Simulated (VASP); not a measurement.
Runs of VASP 6.6.1 on TiH2. The structure is that of space group I4/mmm (No. 139), or close to it. The cells are those of the table. 

```csv
cell,gap on the mesh (eV),pressure (GPa)
"a = 3.075 Å, angles 117.4, 117.4, 94.5°, 3 atoms",none,0.5
"a = 3.106 Å, angles 118.1, 118.1, 93.2°, 3 atoms",none,-2.4
"a = 3.140 Å, angles 117.7, 117.7, 94.0°, 3 atoms",none,(b)
"a = 3.108 Å, angles 117.6, 117.6, 94.3°, 3 atoms",none,(a)
"a = 3.181 Å, angles 117.9, 117.9, 93.7°, 3 atoms",none,-11.3
```

Alike in all rows: task single point; level r2SCAN; potentials or basis VASP PAW PBE potentials, release 64 (Ti_sv, H); no spin polarisation; k mesh 18 × 18 × 18; cutoff (eV) 520; smearing gaussian 0.1 eV.

Fill in the values left out.

(a) -3.7; (b) -7.3.

Caveats: the PAW data sets were made with another functional, which shifts forces and pressure a little; the cell stands under tension (at least some runs).

A gap of «none» marks levels without a gap at the run's occupations.
